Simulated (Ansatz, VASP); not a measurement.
## Re: VASP beside Ansatz

```
Re
1.0
     0.00741    1.97500    1.97500
     1.97500    0.00741    1.97500
     1.98241    1.98241    0.00000
Re
1
Direct
  0.00000 0.00000 0.00000
```

Change from the starting cell: strain +0.0075 x Voigt [0, 0, 0, 0, 0, 1], atoms carried along.

Alike in both runs: task single point; functional r2SCAN; k mesh 20 × 20 × 20; occupations gaussian, width 0.15 eV; no spin polarisation.

|  | VASP | Ansatz |
| --- | --- | --- |
| version | VASP 6.6.1 | Ansatz 0.2.0 |
| potentials or method | VASP PAW PBE potentials, release 64 (Re), cutoff 520 eV | scalar-relativistic, plane waves, PAW |
| valence electrons in the cell | 7 | 15 |

```csv
,VASP,Ansatz,Ansatz less VASP
gap on the k mesh at the Fermi level (eV),none,none,-
pressure (GPa),-15.7,-15.4,+0.28
"traceless stress, the component that is largest in VASP (GPa)",-1.57,-1.59,-0.018
```

VASP's potentials were made for PBE, not for r2SCAN. A gap of «none» marks a metal or a gap that the smearing closes. VASP's potentials hold 7 valence electrons a cell and Ansatz's 15, so a difference there can come from the potentials and not from the codes.

Spin-orbit coupling is off throughout.
